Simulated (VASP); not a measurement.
Here is a VASP 6.6.1 calculation.

The input INCAR:

```
SYSTEM = Ca
PREC = Accurate
ENCUT = 520
EDIFF = 1E-7
ISMEAR = 0
SIGMA = 0.1
LREAL = .False.
LASPH = .True.
NELM = 80
ALGO = Fast
ISIF = 2
LWAVE = .False.
LCHARG = .True.
LDIPOL = .True.
IDIPOL = 3
DIPOL = 0.5 0.5 0.500
GGA = CA
LELF = .True.
LVHAR = .True.
LVACPOTAV = .True.
NBANDS = 33
```

The input KPOINTS:

```
regular mesh
0
Gamma
  9 9 1
  0 0 0
```

File POSCAR:

```
Ca
1.0
    3.7750735677      0.0000000000      0.0000000000
    0.0000000000      3.7750735677      0.0000000000
    0.0000000000      0.0000000000     25.6775204768
Ca
5
Direct
    0.5000000000      0.5000000000      0.2956166850
    0.0000000000      0.0000000000      0.3968697922
    0.5000000000      0.5000000000      0.4999999938
    0.0000000000      0.0000000000      0.6031302148
    0.5000000000      0.5000000000      0.7043833142
```

Potentials or basis: VASP PAW LDA potentials, release 64 (Ca_sv).

The run is started by

```console
$ cat potpaw_LDA.64/Ca_sv/POTCAR > POTCAR
$ mpirun -np 1 vasp_std > vasp.out
```

(1) Estimate the largest force.

(2) Predict the band gap on the k mesh.

## Answers

(1) 0.007 eV/Å.

(2) zero (bands 25 and 26 overlap by 0.03 eV).
